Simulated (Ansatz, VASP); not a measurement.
# GaN: VASP beside Ansatz

```
Ga N
1.0
     0.04217    2.15069    2.15069
     2.15069    0.04217    2.15069
     2.15069    2.15069    0.04217
Ga N
1 1
Direct
  0.00000 0.00000 0.00000
  0.50000 0.50000 0.50000
```

Change from the starting cell: shear_111 strain +3.0%.

Alike in both runs: task single point; functional r2SCAN; k mesh 10 × 10 × 10; no spin polarisation.

|  | VASP | Ansatz |
| --- | --- | --- |
| version | VASP 6.6.1 | Ansatz 0.2.0 |
| potentials or method | VASP PAW PBE potentials, release 64 (Ga_d, N) | plane waves, PAW |
| plane-wave cutoff (eV) | 520 | 500 |
| occupations | gaussian, width 0.01 eV | fixed |
| valence electrons in the cell | 18 | 18 |

Ansatz gave:

| Quantity | Value |
| --- | --- |
| gap on the k mesh at the Fermi level (eV) | 0.90 |
| pressure (GPa) | -6.7 |
| traceless stress, the component that is largest in VASP (GPa) | -4.59 |

**Question.** Which values does VASP return?

**Answer.** gap on the k mesh at the Fermi level (eV): 0.88; pressure (GPa): -5.6; traceless stress, the component that is largest in VASP (GPa): -4.63.

VASP's potentials were made for PBE, not for r2SCAN.
